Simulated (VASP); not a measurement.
# MnO: single point with PBE

The system is MnO.

```
CELL_PARAMETERS angstrom
0.00000 2.22391 2.22391
2.22391 0.00000 2.22391
2.22391 2.22391 0.00000
ATOMIC_POSITIONS crystal
Mn 0.00000 0.00000 0.00000
O 0.50000 0.50000 0.50000
```

| Property | Result |
| --- | --- |
| Program | VASP 6.6.1 |
| Task | single point |
| Functional | PBE |
| Potentials or basis | VASP PAW PBE potentials, release 64 (Mn_pv, O) |
| Cutoff | 520 eV |
| k mesh | 10 × 10 × 10 |
| Occupations | fermi-dirac, width 0.05 eV |
| Spin | no spin polarisation |
| Dipole correction | no |
| Further INCAR settings | ALGO = Normal; EDIFF = 1e-07; NBANDS = 16 |

The pressure is -33.7 GPa.

Levels at points of the mesh, in eV from the Fermi level:
| k point | band 8 | band 9 | band 10 | band 11 | band 12 | band 13 |
| --- | --- | --- | --- | --- | --- | --- |
| (0.00, 0.00, 0.00) | -1.13 | -1.13 | -1.13 | -0.58 | -0.58 | 0.38 |
| (0.50, 0.00, 0.00) | -0.15 | -0.15 | 0.01 | 1.72 | 1.72 | 4.39 |
| (0.50, 0.50, 0.00) | -2.31 | -0.11 | 0.15 | 0.18 | 0.18 | 6.29 |

Run time: 19 s on 1 thread of Intel(R) Xeon(R) Platinum 8259CL CPU @ 2.50GHz (Skylake/Cascade Lake) (shared host), peak memory 0.14 GiB.

Caveat: an odd number of electrons without spin polarisation forces a metal; a magnetic or distorted state may lie lower; the run has no spin polarisation, though such a crystal can be magnetic; semilocal functionals often make such compounds metallic where correlation or magnetic order opens a gap, which also shifts bond lengths. With open d or f shells a metallic result of PBE can be an artefact of self-interaction; +U or a hybrid may open a gap.
